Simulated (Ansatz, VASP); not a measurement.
**CoSi: VASP beside Ansatz**

```xyz
16
Lattice="0.0000 -4.4308 0.0000 0.0000 0.0000 -4.4308 8.8617 0.0000 0.0000" Properties=species:S:1:pos:R:3 pbc="T T T"
Co    0.6426   -3.7883   -3.7883
Co    5.0734   -3.7883   -3.7883
Co    1.5729   -0.6426   -1.5729
Co    6.0037   -0.6426   -1.5729
Co    2.8580   -2.8580   -0.6426
Co    7.2888   -2.8580   -0.6426
Co    3.7883   -1.5729   -2.8580
Co    8.2191   -1.5729   -2.8580
Si    3.7359   -0.6949   -0.6949
Si    8.1668   -0.6949   -0.6949
Si    2.9104   -3.7359   -2.9104
Si    7.3412   -3.7359   -2.9104
Si    1.5205   -1.5205   -3.7359
Si    5.9513   -1.5205   -3.7359
Si    0.6949   -2.9104   -1.5205
Si    5.1258   -2.9104   -1.5205
```

Alike in both runs: task single point; functional PBE; k mesh 9 × 9 × 5; occupations gaussian, width 0.15 eV; no spin polarisation.

|  | VASP | Ansatz |
| --- | --- | --- |
| version | VASP 6.6.1 | Ansatz 0.2.0 |
| potentials or method | VASP PAW PBE potentials, release 64 (Co, Si), cutoff 600 eV | scalar-relativistic, plane waves, PAW |
| valence electrons in the cell | 104 | 168 |

```tsv
	VASP	Ansatz	Ansatz less VASP
gap on the k mesh at the Fermi level (eV)	none	none	-
pressure (GPa)	-0.1	0.0	+0.10
```

A gap of «none» marks a metal or a gap that the smearing closes. VASP's potentials hold 104 valence electrons a cell and Ansatz's 168, so a difference there can come from the potentials and not from the codes.
